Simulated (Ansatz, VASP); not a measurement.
**Ru in VASP and in Ansatz**

```xyz
2
Lattice="2.7058 0.0000 0.0000 -1.3529 2.3433 0.0000 0.0000 0.0000 4.6566" Properties=species:S:1:pos:R:3 pbc="T T T"
Ru    0.0000    1.5622    1.1641
Ru    1.3529    0.7811    3.4924
```

Change from the starting cell: strain +0.0875 x Voigt [0, 0, 1, 0, 0, 0], atoms carried along.

Alike in both runs: task single point; functional PBE; k mesh 24 × 24 × 12; occupations gaussian, width 0.15 eV; no spin polarisation.

|  | VASP | Ansatz |
| --- | --- | --- |
| version | VASP 6.6.1 | Ansatz 0.2.0 |
| potentials or method | VASP PAW PBE potentials, release 64 (Ru_pv), cutoff 500 eV | scalar-relativistic, plane waves, PAW |
| valence electrons in the cell | 28 | 32 |

|  | VASP | Ansatz | Ansatz less VASP |
| --- | --- | --- | --- |
| gap on the k mesh at the Fermi level (eV) | none | none | - |
| pressure (GPa) | -16.9 | -16.8 | +0.08 |
| traceless stress, the component that is largest in VASP (GPa) | -20.79 | -20.83 | -0.043 |

A gap of «none» marks a metal or a gap that the smearing closes. The functional is the same, so the differences come from potentials, cutoffs and numerics. VASP's potentials hold 28 valence electrons a cell and Ansatz's 32, so a difference there can come from the potentials and not from the codes.
